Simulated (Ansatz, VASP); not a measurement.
C: VASP beside Ansatz

INCAR

```
ALGO = Normal
EDIFF = 1E-6
ENCUT = 520
GGA = PE
ISIF = 2
ISMEAR = 0
ISPIN = 2
LASPH = T
LCHARG = F
LORBIT = 11
LREAL = F
LWAVE = F
MAGMOM = 1 1 1
NBANDS = 17
NELM = 150
PREC = Accurate
SIGMA = 0.1
```

File KPOINTS:

```
k-points
0
Gamma
  8 8 8
```

The input POSCAR:

```
C
1.0
   -2.2648416726      2.2648416726      1.3081487397
    2.2648416726     -2.2648416726      1.3081487397
    2.2648416726      2.2648416726     -1.3081487397
C
3
Direct
    0.7500000000      0.2500000000      0.5000000000
    0.2500000000      0.7500000000      0.5000000000
    0.5000000000      0.5000000000      0.0000000000
```

Input for Ansatz:

```yaml
crystal:
  lattice:
    - [-2.2648416726, 2.2648416726, 1.3081487397]
    - [2.2648416726, -2.2648416726, 1.3081487397]
    - [2.2648416726, 2.2648416726, -1.3081487397]
  atoms:
    - { symbol: C, position: [0.75, 0.25, 0.5], spin: 1.0 }
    - { symbol: C, position: [0.25, 0.75, 0.5], spin: 1.0 }
    - { symbol: C, position: [0.5, 0.5, 0.0], spin: 1.0 }
basis:
  ecutwfc: 420
kpoints:
  mp_grid: { grid: [8, 8, 8] }
hamiltonian:
  xc: pbe
scf:
  occupations: { method: gaussian, width: 0.1 }
  lower_state_search: "off"
output:
  forces: true
  stress: true
  eigenvalues: true
  populations: true
magnetization:
  spin_polarized: true
```

Alike in both runs: task single point; functional PBE; k mesh 8 × 8 × 8; occupations gaussian, width 0.1 eV; collinear spin.

```csv
,VASP,Ansatz
version,VASP 6.6.1,Ansatz 0.2.0
potentials or method,"VASP PAW PBE potentials, release 64 (C), cutoff 520 eV","scalar-relativistic, plane waves, PAW"
valence electrons in the cell,12,12
```

VASP gave:

- gap on the k mesh at the Fermi level (eV): none
- pressure (GPa): -0.1
- traceless stress, the component that is largest in VASP (GPa): -0.34
- net moment per atom (μB): 0.00

Question: Estimate Ansatz's values.

Answer: gap on the k mesh at the Fermi level (eV): none; pressure (GPa): 0.1; traceless stress, the component that is largest in VASP (GPa): -0.20; net moment per atom (μB): 0.00.

A gap of «none» marks a metal or a gap that the smearing closes. Ansatz's warnings: seeded moment not kept.
